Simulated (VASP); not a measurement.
Runs of VASP 6.6.1 on CaS (Oldhamite). The structure is that of space group Fm-3m (No. 225), or close to it. The cells are those of the table. 

```csv
task,level,potentials or basis,cell,k mesh,cutoff (eV),grid for exact exchange (PRECFOCK),screening parameter,gap on the mesh (eV),pressure (GPa),relaxed volume (Å³/atom)
single point,LDA,"VASP PAW LDA potentials, release 64 (Ca_sv, S)","a = 3.935 Å, angles 60.0°, 2 atoms",8 × 8 × 8,500,-,-,1.96,0.2,-
single point,r2SCAN,"VASP PAW PBE potentials, release 64 (Ca_sv, S)","a = 4.028 Å, angles 60.0°, 2 atoms",8 × 8 × 8,550,-,-,(b),0.3,-
relaxation of cell and atoms,PBE,"VASP PAW PBE potentials, release 64 (Ca_sv, S)","relaxed from a = 4.021 Å, angles 60.0°, 2 atoms",8 × 8 × 8,500,-,-,2.38,0.0,23.35
relaxation of cell and atoms,r2SCAN,"VASP PAW PBE potentials, release 64 (Ca_sv, S)","relaxed from a = 4.039 Å, angles 60.0°, 2 atoms",8 × 8 × 8,550,-,-,(a),0.0,23.21
single point,HSE06,"VASP PAW PBE potentials, release 64 (Ca_sv, S)","a = 4.029 Å, angles 60.0°, 2 atoms",6 × 6 × 6,400,Normal,0.2079 1/Å,3.41,0.2,-
single point,PBEsol,"VASP PAW PBE potentials, release 64 (Ca_sv, S)","a = 3.983 Å, angles 60.0°, 2 atoms",8 × 8 × 8,500,-,-,2.15,0.2,-
single point,PBE,"VASP PAW PBE potentials, release 64 (Ca_sv, S)","a = 4.039 Å, angles 60.0°, 2 atoms",8 × 8 × 8,500,-,-,2.38,0.1,-
relaxation of cell and atoms,LDA,"VASP PAW LDA potentials, release 64 (Ca_sv, S)","relaxed from a = 4.039 Å, angles 60.0°, 2 atoms",8 × 8 × 8,500,-,-,1.97,0.0,21.61
```

Alike in all rows: no spin polarisation; smearing fermi-dirac 0.02 eV.

Question: Estimate the missing entries.

Answer: (a) 2.82; (b) 2.80.

Caveats: the PAW data sets were made with another functional, which shifts forces and pressure a little (some runs).

A k mesh can miss the band edges.
